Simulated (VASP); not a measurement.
Wanted: the native input for a VASP 6.6.1 run.

* Task: single point
* Functional: LDA
* Potentials or basis: VASP PAW LDA potentials, release 64 (K_sv, Li_sv)
* Cutoff: 750 eV
* k mesh: 4 × 4 × 4
* Occupations: methfessel-paxton, width 0.5 eV
* Spin: no spin polarisation
* Dipole correction: no
* Further INCAR settings: ALGO = Normal; EDIFF = 1e-06; NBANDS = 23

The structure of K3Li lies in POSCAR:

```
K3Li
1.0
    6.1851970000      0.0000000000      0.0000000000
    0.0000000000      6.1851970000      0.0000000000
    0.0000000000      0.0000000000      6.1851970000
K Li
3 1
Direct
    0.0000000000      0.5000000000      0.5000000000
    0.5000000000      0.0000000000      0.5000000000
    0.5000000000      0.5000000000      0.0000000000
    0.0000000000      0.0000000000      0.0000000000
```

These files were run (other wordings do the same):

INCAR

```
PREC = Accurate
ENCUT = 750
EDIFF = 1E-6
ISMEAR = 1
SIGMA = 0.5
LREAL = F
LASPH = T
NELM = 120
ALGO = Normal
ISIF = 2
LWAVE = F
LCHARG = F
GGA = CA
NBANDS = 23
GGA_COMPAT = F
```

KPOINTS

```
regular mesh
0
Gamma
  4 4 4
```

Potentials or basis: VASP PAW LDA potentials, release 64 (K_sv, Li_sv).

Run with:

```bash
$ cat potpaw_LDA.64/K_sv/POTCAR potpaw_LDA.64/Li_sv/POTCAR > POTCAR
$ mpirun -np 1 vasp_std > vasp.out
```

Results of the run:

```json
{
 "Pressure": "-0.6 GPa",
 "Band gap on the k mesh": "zero (bands 15 and 16 overlap by 1.01 eV)"
}
```

Caveat: so wide a smearing shifts energies and pressures.

It took 54 s on 1 thread of Intel(R) Xeon(R) Platinum 8488C (Sapphire Rapids) (shared host), peak memory 0.35 GiB.
